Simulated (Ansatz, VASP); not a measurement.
**Bi in VASP and in Ansatz**

```
CELL_PARAMETERS angstrom
0.00000 2.36918 2.36918
2.36918 0.00000 2.36918
2.36918 2.36918 0.00000
ATOMIC_POSITIONS crystal
Bi 0.00000 0.00000 0.00000
```

Change from the starting cell: volume scaled by 0.9, crystal datasets.

Alike in both runs: task single point; functional LDA; k mesh 14 × 14 × 14; occupations fermi-dirac, width 0.1 eV; no spin polarisation.

```csv
,VASP,Ansatz
version,VASP 6.6.1,Ansatz 0.2.0
potentials or method,"VASP PAW LDA potentials, release 64 (Bi_d), cutoff 520 eV","all-electron PAW with datasets made for the crystal, scalar-relativistic"
```

|  | VASP | Ansatz | Ansatz less VASP |
| --- | --- | --- | --- |
| pressure (GPa) | 8.4 | 8.3 | -0.12 |

LDA's correlation is that of Perdew and Zunger in VASP and of Perdew and Wang (1992) in Ansatz. Ansatz ran all-electron here, and VASP with PAW potentials.

Neither program's run includes spin-orbit coupling.
